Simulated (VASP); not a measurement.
# ZrC (P-6m2) in VASP: notebook, part 2 of 2

VASP 6.6.1. The steps go on from the part before.

## Step 4: Relaxation of cell and atoms, PBE

INCAR reads:

```
ALGO = Normal
EDIFF = 1E-7
EDIFFG = -0.04
ENCUT = 600
GGA = PE
IBRION = 2
ISIF = 3
ISMEAR = 0
LASPH = T
LCHARG = F
LREAL = F
LWAVE = F
NELM = 100
NSW = 90
PREC = Accurate
SIGMA = 0.1
```

KPOINTS reads:

```
k-points
0
Gamma
  6 6 6
```

POSCAR reads:

```
ZrC
1.0
    3.0561114900      0.0000000000      0.0000000000
   -1.5280557400      2.6466701800      0.0000000000
    0.0000000000      0.0000000000      2.9752619200
Zr C
1 1
Direct
    0.0000000000      0.0000000000      0.0000000000
    0.6666666700      0.3333333300      0.5000000000
```

Potentials or basis: VASP PAW PBE potentials, release 64 (Zr_sv, C).

The run is started by

```bash
$ cat potpaw_PBE.64/Zr_sv/POTCAR potpaw_PBE.64/C/POTCAR > POTCAR
$ mpirun -np 1 vasp_std > vasp.out
```

OUTCAR:

```text
EDIFF = 1E-7
   EDIFFG = -0.04
   ENCUT = 600
   GGA = PE
   IBRION = 2
   ISIF = 3
   ISMEAR = 0
   LASPH = T
   LREAL = F
   NELM = 100
   NSW = 90
   PREC = Accurate

 ion  position               nearest neighbor table
   1  0.000  0.000  0.000-   2 2.31   2 2.31   2 2.31   2 2.31   2 2.31   2 2.31
   2  0.667  0.333  0.500-   1 2.31   1 2.31   1 2.31   1 2.31   1 2.31   1 2.31

  LATTYP: Found a hexagonal cell.
 ALAT       =     3.0561114900
 C/A-ratio  =     0.9735449540

  Lattice vectors:

 A1 = (   3.0561114900,   0.0000000000,   0.0000000000)
 A2 = (  -1.5280557400,   2.6466701800,   0.0000000000)
 A3 = (   0.0000000000,   0.0000000000,   2.9752619200)

Analysis of symmetry for initial positions (statically):
=====================================================================
 Subroutine PRICEL returns:
 Original cell was already a primitive cell.

 Routine SETGRP: Setting up the symmetry group for a
 hexagonal supercell.

 Subroutine GETGRP returns: Found 12 space group operations
 (whereof 12 operations were pure point group operations)
 out of a pool of 24 trial point group operations.

The static configuration has the point symmetry D_3h.

Analysis of symmetry for dynamics (positions and initial velocities):
=====================================================================
 Subroutine PRICEL returns:
 Original cell was already a primitive cell.

 Routine SETGRP: Setting up the symmetry group for a
 hexagonal supercell.

 Subroutine GETGRP returns: Found 12 space group operations
 (whereof 12 operations were pure point group operations)
 out of a pool of 24 trial point group operations.

The dynamic configuration has the point symmetry D_3h.

 Subroutine INISYM returns: Found 12 space group operations
 (whereof 12 operations are pure point group operations),
 and found     1 'primitive' translations

----------------------------------------------------------------------------------------

                                     Primitive cell

  volume of cell :      24.0655

  direct lattice vectors                    reciprocal lattice vectors
     3.056111490  0.000000000  0.000000000     0.327213193  0.188916625  0.000000000
    -1.528055740  2.646670180  0.000000000     0.000000000  0.377833252  0.000000000
     0.000000000  0.000000000  2.975261920     0.000000000  0.000000000  0.336104863
[... 100 lines left out ...]
   EFERMI_NEDOS =   21; number of points for ismear=-14 and -15
   IALGO  =     38    algorithm
   IMIX   =      4    mixing-type and parameters
     AMIX     =   0.40;   BMIX     =  1.00
     AMIX_MAG =   1.60;   BMIX_MAG =  1.00
  volume/ion in A,a.u.               =      12.03        81.20
  Fermi-wavevector in a.u.,A,eV,Ry     =   1.428839  2.700115 27.777410  2.041582
  Thomas-Fermi vector in A             =   2.548858
   LORBIT       =      0    0 simple, 1 ext, 2 COOP (PROOUT), +10 PAW based schemes
   GGA     = PE    functional components
   LHFCALC =     F    Hartree Fock is set to
   AEXX    =    0.0000 exact exchange contribution
   IVDW    =     0    specifies the selected vdW correction
   LEPSILON=     F    determine dielectric tensor
   LRPA    =     F    only Hartree local field effects (RPA)
 conjugate gradient relaxation of ions
 non-spin polarized calculation
 Gauss-broadening in eV      SIGMA  =   0.10
  energy-cutoff  :      600.00
  volume of cell :       24.07
 maximum number of plane-waves:       819
   NGX = 13   NGY = 13   NGZ = 11

--------------------------------------- Ionic step        1  -------------------------------------------

 number of electron      16.0000000 magnetization

 Free energy of the ion-electron system (eV)
  ---------------------------------------------------
  ext. energy  EPLUGINS =         0.00000000
  ---------------------------------------------------
  free energy    TOTEN  =       -17.66054531 eV

  energy without entropy =      -17.65825163  energy(sigma->0) =      -17.65939847

 E-fermi :  10.3551     XC(G=0): -12.4654

 val. band max:       10.3346079484   @ k =   0.0000   0.0000   0.5000
 cond. band min:      10.3581580487   @ k =   0.1667   0.1667   0.0000
 fundamental gap:      0.0235501003
 Fermi energy:        10.3551488564

 k-point     1 :       0.0000    0.0000    0.0000
  band No.  band energies     occupation
      1     -37.4522      2.00000
      2     -15.0476      2.00000
      3     -15.0476      2.00000
      4     -14.9168      2.00000
      5      -0.9493      2.00000
      6       8.8215      2.00000
      7       9.0753      2.00000
      8       9.0753      2.00000
      9      11.7116      0.00000
     10      16.2220      0.00000
     11      16.2220      0.00000
     12      16.9741      0.00000
[... 632 lines left out ...]
--------------------------------------- Ionic step        9  -------------------------------------------

 number of electron      15.9999999 magnetization

 Free energy of the ion-electron system (eV)
  ---------------------------------------------------
  ext. energy  EPLUGINS =         0.00000000
  ---------------------------------------------------
  free energy    TOTEN  =       -18.01685390 eV

  energy without entropy =      -18.01530326  energy(sigma->0) =      -18.01607858

 E-fermi :   8.9078     XC(G=0): -11.8226

 val. band max:        8.7413229066   @ k =   0.3333   0.0000   0.0000
 cond. band min:       8.9363897310   @ k =   0.3333   0.0000   0.0000
 fundamental gap:      0.1950668244
 Fermi energy:         8.9078224363

 k-point     1 :       0.0000    0.0000    0.0000
  band No.  band energies     occupation
      1     -39.2596      2.00000
      2     -17.0701      2.00000
      3     -17.0701      2.00000
      4     -16.6293      2.00000
      5      -2.0071      2.00000
      6       7.3247      2.00000
      7       7.3247      2.00000
      8       7.7324      2.00000
      9      10.7604      0.00000
     10      14.0815      0.00000
     11      14.2440      0.00000
     12      14.2440      0.00000
[... 374 lines left out ...]
  FREE ENERGIE OF THE ION-ELECTRON SYSTEM (eV)
  ---------------------------------------------------
  free  energy   TOTEN  =       -18.0168538958 eV

  energy  without entropy=      -18.0153032580  energy(sigma->0) =      -18.01607858

 reached required accuracy - stopping structural energy minimisation
```

CONTCAR:

```text
ZrC
   1.00000000000000
     3.2842166924205398    0.0000000004386079   -0.0000000000000000
    -1.6421083404572294    2.8442150781950777    0.0000000000000000
     0.0000000000000000    0.0000000000000000    2.9177686505416442
  Zr              C
     1     1
Direct
     1.0000000000000000    1.0000000000000000    0.0000000000000000
     0.6666666699999979    0.3333333300000021    0.5000000000000000

  0.00000000E+00  0.00000000E+00  0.00000000E+00
  0.00000000E+00  0.00000000E+00  0.00000000E+00
```

Wall time 49 s (1 thread of Intel Xeon Platinum 8259CL at 2.50GHz (Skylake/Cascade Lake), shared host); peak memory 0.15 GiB.

Results:

```yaml
Free_energy: -18.0169 eV
Relaxed_volume: 13.63 Å³/atom
Relaxed_cell: a = 3.284 Å, b = 3.284 Å, c = 2.918 Å, α = 90.00°, β = 90.00°, γ = 120.00°
Space_group_after_relaxing_to_0.05_Å: P-6m2 (No. 187)
Energy_gained_by_relaxing: 178.2 meV/atom
Ionic_steps: 9
Pressure_after_relaxing: 0.2 GPa
Band_gap_on_the_k_mesh: zero (band 8 reaches 9.24 eV, above the bottom of band 9 at 8.94 eV)
```

Step by step:
| step | energy change (eV) | largest force (eV/Å) | pressure (GPa) | volume (Å³) |
| --- | --- | --- | --- | --- |
| 1 | 0.0000 | 0.0000 | 26.66 | 24.07 |
| 2 | -0.0414 | 0.0000 | -20.48 | 31.62 |
| 3 | -0.3314 | 0.0000 | -3.41 | 27.63 |
| 4 | -0.3318 | 0.0000 | -2.73 | 27.52 |
| 5 | -0.3543 | 0.0000 | 2.05 | 27.00 |
| 6 | -0.3553 | 0.0000 | 1.17 | 27.09 |
| 7 | -0.3553 | 0.0000 | 1.29 | 27.08 |
| 8 | -0.3556 | 0.0000 | -0.71 | 27.40 |
| 9 | -0.3563 | 0.0000 | 0.19 | 27.25 |

Final structure:
```cif
data_structure
_symmetry_space_group_name_H-M 'P 1'
_symmetry_Int_Tables_number 1
_cell_length_a 3.2842
_cell_length_b 3.2842
_cell_length_c 2.9178
_cell_angle_alpha 90.000
_cell_angle_beta 90.000
_cell_angle_gamma 120.000
_cell_volume 27.25
loop_
_atom_site_label
_atom_site_type_symbol
_atom_site_fract_x
_atom_site_fract_y
_atom_site_fract_z
_atom_site_occupancy
Zr1 Zr 0.00000 0.00000 0.00000 1
C1 C 0.66667 0.33333 0.50000 1
```

Levels at points of the mesh, in eV from the Fermi level:
| k point | band 6 | band 7 | band 8 | band 9 | band 10 | band 11 |
| --- | --- | --- | --- | --- | --- | --- |
| (0.00, 0.00, 0.00) | -1.58 | -1.58 | -1.18 | 1.85 | 5.17 | 5.34 |
| (0.50, 0.00, 0.00) | -4.01 | -0.79 | -0.37 | 0.38 | 4.76 | 5.08 |
| (0.00, 0.00, 0.50) | -4.92 | -0.57 | -0.57 | 1.80 | 1.80 | 4.80 |
| (0.50, 0.00, 0.50) | -3.51 | -2.26 | -1.97 | 2.11 | 5.42 | 6.53 |

Caveat: the k points lie up to 0.37 Å⁻¹ apart in the final cell.

## Step 5: Single point, PBE, collinear spin, ferromagnetic start

This run uses another cell than the first one, of 13.63 Å³/atom, 1.133 times its volume.

INCAR reads:

```
ALGO = Normal
EDIFF = 1E-7
ENCUT = 520
GGA = PE
ISIF = 2
ISMEAR = 0
ISPIN = 2
LASPH = True
LCHARG = True
LELF = True
LMAXMIX = 4
LORBIT = 11
LREAL = False
LVHAR = True
LWAVE = False
MAGMOM = 1 0
NBANDS = 19
NELM = 150
PREC = Accurate
SIGMA = 0.1
```

KPOINTS is that of step 4.

POSCAR reads:

```
ZrC
1.0
    3.2843461673      0.0000000000      0.0000000000
   -1.6421730837      2.8443272157      0.0000000000
    0.0000000000      0.0000000000      2.9189114455
Zr C
1 1
Direct
    0.0000000000      0.0000000000      0.0000000000
    0.6666666667      0.3333333333      0.5000000000
```

The run is started by

```bash
$ cat potpaw_PBE.64/Zr_sv/POTCAR potpaw_PBE.64/C/POTCAR > POTCAR
$ mpirun -np 1 vasp_std > vasp.out
```

Wall time 20 s (1 thread of Intel Xeon Platinum 8259CL at 2.50GHz (Skylake/Cascade Lake), shared host); peak memory 0.16 GiB.

It converged, with:

* Free energy: -18.0189 eV
* Pressure: 0.1 GPa
* Band gap on the k mesh: zero (filled and empty bands overlap)
* Net moment: 0.00 μB per cell
* Valence electrons inside the program's atomic spheres: Zr 9.87; C 2.33

Stress tensor (GPa, compression positive):
```
0.04 0.00 0.00
0.00 0.04 0.00
0.00 0.00 0.29
```

Levels at points of the mesh, in eV from the Fermi level:
Spin up:
```tsv
k point	band 4	band 5	band 6	band 7	band 8	band 9	band 10	band 11	band 12	band 13
(0.00, 0.00, 0.00)	-25.54	-10.91	-1.58	-1.58	-1.17	1.85	5.18	5.34	5.34	6.31
(0.50, 0.00, 0.00)	-25.45	-8.95	-4.01	-0.78	-0.37	0.38	4.76	5.08	5.36	7.46
(0.00, 0.00, 0.50)	-25.84	-8.02	-4.91	-0.56	-0.56	1.80	1.80	4.81	4.81	5.75
(0.50, 0.00, 0.50)	-25.98	-8.94	-3.51	-2.26	-1.96	2.11	5.43	6.53	6.93	8.68
```
Spin down:
```
           k point  band 5  band 6  band 7  band 8  band 9  band 10  band 11  band 12
(0.00, 0.00, 0.00)  -10.91   -1.58   -1.58   -1.17    1.85     5.18     5.34     5.34
(0.50, 0.00, 0.00)   -8.95   -4.01   -0.78   -0.37    0.38     4.76     5.08     5.36
(0.00, 0.00, 0.50)   -8.02   -4.91   -0.56   -0.56    1.80     1.80     4.81     4.81
(0.50, 0.00, 0.50)   -8.94   -3.51   -2.26   -1.96    2.11     5.43     6.53     6.93
```

Caveat: the k points lie up to 0.37 Å⁻¹ apart.

## Step 6: Single point, PBE

This run uses another cell than the first one, of 13.61 Å³/atom, 1.131 times its volume.

INCAR reads:

```
SYSTEM = ZrC
  ALGO = Normal
  EDIFF = 1E-7
  ENCUT = 520
  GGA = PE
  ISIF = 2
  ISMEAR = 0
  LASPH = .True.
  LCHARG = .False.
  LREAL = .False.
  LWAVE = .False.
  NBANDS = 15
  NELM = 60
  PREC = Accurate
  SIGMA = 0.1
```

KPOINTS reads:

```
k-points
0
Gamma
  18 18 18
  0 0 0
```

POSCAR reads:

```
ZrC
1.0
    3.2696743436      0.0000000000      0.0000000000
   -1.6348371718      2.8316210437      0.0000000000
    0.0000000000      0.0000000000      2.9400187642
Zr C
1 1
Direct
    0.0000000000      0.0000000000      0.0000000000
    0.6666666667      0.3333333333      0.5000000000
```

Potentials or basis: VASP PAW PBE potentials, release 64 (Zr_sv, C).

The run is started by

```bash
$ cat potpaw_PBE.64/Zr_sv/POTCAR potpaw_PBE.64/C/POTCAR > POTCAR
$ mpirun -np 1 vasp_std > vasp.out
```

OUTCAR:

```text
SYSTEM = ZrC
   EDIFF = 1E-7
   ENCUT = 520
   GGA = PE
   ISIF = 2
   ISMEAR = 0
   LASPH = .True.
   LREAL = .False.
   NELM = 60
   PREC = Accurate

 ion  position               nearest neighbor table
   1  0.000  0.000  0.000-   2 2.39   2 2.39   2 2.39   2 2.39   2 2.39   2 2.39
   2  0.667  0.333  0.500-   1 2.39   1 2.39   1 2.39   1 2.39   1 2.39   1 2.39

  LATTYP: Found a hexagonal cell.
 ALAT       =     3.2696743436
 C/A-ratio  =     0.8991778554

  Lattice vectors:

 A1 = (   3.2696743436,   0.0000000000,   0.0000000000)
 A2 = (  -1.6348371718,   2.8316210437,   0.0000000000)
[... 609 lines left out ...]
     11      13.3740      0.00000
     12      14.4008      0.00000
     13      16.7827      0.00000
     14      19.1067      0.00000
     15      22.3546      0.00000

 [... further k-points ...]
[... 5 lines left out ...]
  --------------------------------------------------------------------------------------
  -------------------------------------------------------------------------------------
  Total        0.0325608      0.0325608      0.0406202      0.0000000      0.0000000      0.0000000
  in kB        1.9165288      1.9165288      2.3909091      0.0000000      0.0000000      0.0000000
  external PRESSURE =       2.0746556 kB  Pullay stress =       0.0000000 kB

 VOLUME and BASIS-vectors are now :
 -----------------------------------------------------------------------------
  energy-cutoff  :      520.00
  volume of cell :       27.22
      direct lattice vectors                 reciprocal lattice vectors
     3.269674344  0.000000000  0.000000000     0.305840856  0.176577301  0.000000000
    -1.634837172  2.831621044  0.000000000     0.000000000  0.353154601  0.000000000
     0.000000000  0.000000000  2.940018764     0.000000000  0.000000000  0.340133884

 POSITION                                       TOTAL-FORCE (eV/Angst)
 -----------------------------------------------------------------------------------
      0.00000      0.00000      0.00000        -0.000000      0.000000      0.000000
      1.63484      0.94387      1.47001         0.000000     -0.000000      0.000000
 -----------------------------------------------------------------------------------
    total drift:                                0.000000     -0.000000      0.000000

  FREE ENERGIE OF THE ION-ELECTRON SYSTEM (eV)
  ---------------------------------------------------
  free  energy   TOTEN  =       -18.0166264719 eV

  energy  without entropy=      -18.0150299450  energy(sigma->0) =      -18.01582821
```

stdout:

```text
POSCAR found type information on POSCAR ZrC
 POSCAR found :  2 types and       2 ions
 scaLAPACK will be used
 LDA part: xc-table for (Slater+PW92), standard interpolation
 POSCAR, INCAR and KPOINTS ok, starting setup
 FFT: planning ... GRIDC
 FFT: planning ... GRID_SOFT
 FFT: planning ... GRID
 WAVECAR not read
 entering main loop
```

Wall time 82 s (1 thread of Intel Xeon Platinum 8259CL at 2.50GHz (Skylake/Cascade Lake), shared host); peak memory 0.26 GiB.

Results:

```yaml
Free_energy: -18.0166 eV
Pressure: 0.2 GPa
Band_gap_on_the_k_mesh: zero (band 8 reaches 9.23 eV, above the bottom of band 9 at 8.83 eV)
```

## Step 7: Relaxation of cell and atoms, PBE

This run uses another cell than the first one, of 13.63 Å³/atom, 1.133 times its volume.

INCAR reads:

```
PREC = Accurate
ENCUT = 600
EDIFF = 1E-6
ISMEAR = 0
SIGMA = 0.1
LREAL = F
LASPH = T
NELM = 60
ALGO = Normal
ISIF = 3
LWAVE = F
LCHARG = F
GGA = PE
IBRION = 2
NSW = 100
EDIFFG = -0.01
```

KPOINTS reads:

```
regular mesh
0
Gamma
  18 18 18
```

POSCAR reads:

```
ZrC
1.0
    3.2843461673      0.0000000000      0.0000000000
   -1.6421730837      2.8443272157      0.0000000000
    0.0000000000      0.0000000000      2.9189114455
Zr C
1 1
Direct
    0.0000000000      0.0000000000      0.0000000000
    0.6666666667      0.3333333333      0.5000000000
```

The run is started by

```bash
$ cat potpaw_PBE.64/Zr_sv/POTCAR potpaw_PBE.64/C/POTCAR > POTCAR
$ mpirun -np 1 vasp_std > vasp.out
```

Wall time 2.8 min (1 thread of Intel Xeon 6975P-C (Granite Rapids), shared host); peak memory 0.3 GiB.

It converged, with:

```
Free energy                            : -18.0174 eV
Relaxed volume                         : 13.62 Å³/atom
Relaxed cell                           : a = 3.270 Å, b = 3.270 Å, c = 2.941 Å, α = 90.00°, β = 90.00°, γ = 120.00°
Space group after relaxing (to 0.05 Å) : P-6m2 (No. 187)
Energy gained by relaxing              : 1.2 meV/atom
Ionic steps                            : 5
Pressure after relaxing                : 0.0 GPa
Band gap on the k mesh                 : zero (band 8 reaches 9.22 eV, above the bottom of band 9 at 8.82 eV)
```

Step by step:
| step | energy change (eV) | largest force (eV/Å) | pressure (GPa) | volume (Å³) |
| --- | --- | --- | --- | --- |
| 1 | 0.0000 | 0.0000 | 0.14 | 27.27 |
| 2 | -0.0021 | 0.0000 | -0.59 | 27.31 |
| 3 | -0.0024 | 0.0000 | -0.41 | 27.30 |
| 4 | -0.0024 | 0.0000 | 0.44 | 27.17 |
| 5 | -0.0025 | 0.0000 | 0.00 | 27.24 |

Final structure:
```yaml
crystal:
  lattice:
    - [3.27040, 0.00000, 0.00000]
    - [-1.63520, 2.83225, 0.00000]
    - [0.00000, 0.00000, 2.94082]
  atoms:
    - { symbol: Zr, position: [0.00000, 0.00000, 0.00000] }
    - { symbol: C, position: [0.66667, 0.33333, 0.50000] }
```

Levels at points of the mesh, in eV from the Fermi level:
```csv
k point,band 5,band 6,band 7,band 8,band 9,band 10,band 11,band 12
"(0.00, 0.00, 0.00)",-10.97,-1.58,-1.58,-1.24,1.69,5.19,5.23,5.23
"(0.50, 0.00, 0.00)",-8.98,-4.08,-0.84,-0.56,0.37,4.64,5.13,5.35
"(0.00, 0.00, 0.50)",-8.13,-4.99,-0.55,-0.55,1.72,1.72,4.80,4.80
"(0.50, 0.00, 0.50)",-9.01,-3.57,-2.27,-2.06,2.02,5.40,6.49,6.85
```

## Step 8: Summary

| task | spin | cell | k mesh | cutoff (eV) | gap on the mesh (eV) | pressure (GPa) | relaxed volume (Å³/atom) |
| --- | --- | --- | --- | --- | --- | --- | --- |
| single point | off | a = 3.056, b = 3.056, c = 2.975 Å, angles 90.0, 90.0, 120.0°, 2 atoms | 6 × 6 × 6 | 520 | none | 26.8 | - |
| single point | off | a = 3.284, b = 3.284, c = 2.919 Å, angles 90.0, 90.0, 120.0°, 2 atoms | 6 × 6 × 6 | 520 | none | 0.1 | - |
| relaxation of cell and atoms | off | relaxed from a = 3.056, b = 3.056, c = 2.975 Å, angles 90.0, 90.0, 120.0°, 2 atoms | 6 × 6 × 6 | 600 | none | 0.2 | 13.63 |
| single point | collinear, ferromagnetic start | a = 3.284, b = 3.284, c = 2.919 Å, angles 90.0, 90.0, 120.0°, 2 atoms | 6 × 6 × 6 | 520 | none | 0.1 | - |
| single point | off | a = 3.270, b = 3.270, c = 2.940 Å, angles 90.0, 90.0, 120.0°, 2 atoms | 18 × 18 × 18 | 520 | none | 0.2 | - |
| relaxation of cell and atoms | off | relaxed from a = 3.284, b = 3.284, c = 2.919 Å, angles 90.0, 90.0, 120.0°, 2 atoms | 18 × 18 × 18 | 600 | none | 0.0 | 13.62 |

Alike in all rows: level PBE; potentials or basis VASP PAW PBE potentials, release 64 (Zr_sv, C); smearing gaussian 0.1 eV.

Caveats: some runs use coarse meshes.

Absolute energies hang on the potentials; compare differences alone.
